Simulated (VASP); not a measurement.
Wanted: the native input for a VASP 6.6.1 run.

| Quantity | Value |
| --- | --- |
| Task | single point |
| Functional | PBE |
| Potentials or basis | VASP PAW PBE potentials, release 64 (Cd, Se) |
| Cutoff | 520 eV |
| k mesh | 8 × 8 × 8 |
| Occupations | fermi-dirac, width 0.02 eV |
| Spin | no spin polarisation |
| Dipole correction | no |
| Further INCAR settings | ALGO = Normal; EDIFF = 1e-06; NBANDS = 16 |

The structure of CdSe lies in POSCAR:

```
CdSe
1.0
    0.0000000000      3.1904922036      3.1904922036
    3.1904922036      0.0000000000      3.1904922036
    3.1904922036      3.1904922036      0.0000000000
Cd Se
1 1
Direct
    0.0000000000      0.0000000000      0.0000000000
    0.2500000000      0.2500000000      0.2500000000
```

This cell differs from its parent crystal: strain +4.0%.

The input as run:

INCAR

```
  PREC = Accurate
  ENCUT = 520
  EDIFF = 1E-6
  ISMEAR = -1
  SIGMA = 0.02
  LREAL = F
  LASPH = T
  NELM = 60
  ALGO = Normal
  ISIF = 2
  LWAVE = F
  LCHARG = T
  GGA = PE
  LELF = T
  LVHAR = T
  NBANDS = 16
```

KPOINTS

```
regular mesh
0
Gamma
  8 8 8
```

Potentials or basis: VASP PAW PBE potentials, release 64 (Cd, Se).

The run is started by

```bash
$ cat potpaw_PBE.64/Cd/POTCAR potpaw_PBE.64/Se/POTCAR > POTCAR
$ mpirun -np 1 vasp_std > vasp.out
```

Results of the run:

```yaml
Pressure: -3.0 GPa
Band_gap_on_the_k_mesh: 0.31 eV, direct
```

Caveat: the cell differs from its parent crystal (strain +4.0%).

It took 25 s on 1 thread of Intel(R) Xeon(R) Platinum 8488C (Sapphire Rapids), on a shared host, peak memory 0.21 GiB.
